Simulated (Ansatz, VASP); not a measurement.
# MgAuCl3: VASP beside Ansatz

Contents of INCAR:

```
SYSTEM = MgAuCl3
ALGO = Normal ; EDIFF = 1E-7
ENCUT = 520 ; GGA = PE
ISIF = 2 ; ISMEAR = 0
LASPH = .TRUE. ; LCHARG = .FALSE.
LREAL = .FALSE. ; LWAVE = .FALSE.
NBANDS = 25 ; NELM = 100
PREC = Accurate ; SIGMA = 0.1
```

The input KPOINTS:

```
k-points
0
G
  8 8 8
  0 0 0
```

Contents of POSCAR:

```
MgAuCl3
1.0
    5.0743022364      0.0000000000      0.0000000000
    0.0000000000      5.0743022364      0.0000000000
    0.0000000000      0.0000000000      5.0743022364
Mg Au Cl
1 1 3
Direct
    0.5000000000      0.5000000000      0.5000000000
    0.0000000000      0.0000000000      0.0000000000
    0.5000000000      0.0000000000      0.0000000000
    0.0000000000      0.5000000000      0.0000000000
    0.0000000000      0.0000000000      0.5000000000
```

Input for Ansatz:

```yaml
crystal:
  lattice:
    - [5.0743022364, 0.0, 0.0]
    - [0.0, 5.0743022364, 0.0]
    - [0.0, 0.0, 5.0743022364]
  atoms:
    - { symbol: Mg, position: [0.5, 0.5, 0.5] }
    - { symbol: Au, position: [0.0, 0.0, 0.0] }
    - { symbol: Cl, position: [0.5, 0.0, 0.0] }
    - { symbol: Cl, position: [0.0, 0.5, 0.0] }
    - { symbol: Cl, position: [0.0, 0.0, 0.5] }
basis:
  ecutwfc: 420
kpoints:
  mp_grid: { grid: [8, 8, 8] }
  band_path:
    path:
      - [[0.0, 0.0, 0.0], [0.0, 0.5, 0.0], [0.5, 0.5, 0.0], [0.0, 0.0, 0.0], [0.5, 0.5, 0.5], [0.0, 0.5, 0.0]]
      - [[0.5, 0.5, 0.5], [0.5, 0.5, 0.0]]
    npoints: 14
hamiltonian:
  xc: pbe
scf:
  occupations: { method: gaussian, width: 0.1 }
  n_extra_bands: 12
output:
  forces: true
  stress: true
  eigenvalues: true
  populations: true
  dos: { projected: true, de: 0.02, nscf_kmesh: { grid: [10, 10, 10] } }
  bader: true
  write_density: true
  write_potential: true
  elf: true
  volumetric_format: npy
```

Alike in both runs: task single point; functional PBE; k mesh 8 × 8 × 8; occupations gaussian, width 0.1 eV; no spin polarisation.

|  | VASP | Ansatz |
| --- | --- | --- |
| version | VASP 6.6.1 | Ansatz 0.2.0 |
| potentials or method | VASP PAW PBE potentials, release 64 (Mg, Au, Cl), cutoff 520 eV | scalar-relativistic, plane waves, PAW |
| valence electrons in the cell | 34 | 50 |

|  | VASP | Ansatz | Ansatz less VASP |
| --- | --- | --- | --- |
| gap on the k mesh at the Fermi level (eV) | none | none | - |
| pressure (GPa) | -0.1 | 0.0 | +0.12 |

A gap of «none» marks a metal or a gap that the smearing closes. VASP's potentials hold 34 valence electrons a cell and Ansatz's 50, so a difference there can come from the potentials and not from the codes.

Neither program's run includes spin-orbit coupling.
